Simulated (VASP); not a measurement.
Write the native input for VASP 6.6.1 that does the following.

```
Task                   : single point
Functional             : PBEsol
Potentials or basis    : VASP PAW PBE potentials, release 64 (Ba_sv, Ti_sv, O)
Cutoff                 : 520 eV
k mesh                 : 6 × 6 × 6
Occupations            : gaussian, width 0.01 eV
Spin                   : no spin polarisation
Dipole correction      : no
Further INCAR settings : ALGO = Normal; EDIFF = 1e-06; NBANDS = 28
```

The structure of BaTiO3 (Barioperovskite) lies in POSCAR:

```
BaTiO3
1.0
    3.9041404363      0.0000000000      0.0000000000
    0.0000000000      2.7789878318      2.7870694172
    0.0000000000     -2.7789878318      2.7870694172
Ba Ti O
1 1 3
Direct
    0.0000000000      0.0000000000      0.0000000000
    0.5000000000      0.5124000000      0.5124000000
    0.0000000000      0.4874000000      0.4874000000
    0.5000000000      0.5052400000      0.9918400000
    0.5000000000      0.9918400000      0.5052400000
```

These files were run (other wordings do the same):

INCAR

```
SYSTEM = BaTiO3
ALGO = Normal
EDIFF = 1E-6
ENCUT = 520
GGA = PS
ISIF = 2
ISMEAR = 0
LASPH = .True.
LCHARG = .False.
LREAL = .False.
LWAVE = .False.
NBANDS = 28
NELM = 60
PREC = Accurate
SIGMA = 0.01
```

KPOINTS

```
k-points
0
Gamma
  6 6 6
  0 0 0
```

Potentials or basis: VASP PAW PBE potentials, release 64 (Ba_sv, Ti_sv, O).

Command:

```sh
$ cat potpaw_PBE.64/Ba_sv/POTCAR potpaw_PBE.64/Ti_sv/POTCAR potpaw_PBE.64/O/POTCAR > POTCAR
$ mpirun -np 1 vasp_std > vasp.out
```

It gave:

The pressure is 9.8 GPa. The largest force is 0.252 eV/Å and the band gap on the k mesh is 1.92 eV, indirect (least direct gap 2.06 eV).

Caveat: the PAW data sets were made with another functional, which shifts forces and pressure a little; spin-orbit coupling is left out, which moves the levels of the heavy elements.

Run time: 52 s on 1 thread of Intel(R) Xeon(R) 6975P-C (Granite Rapids), on a shared host, peak memory 0.23 GiB.
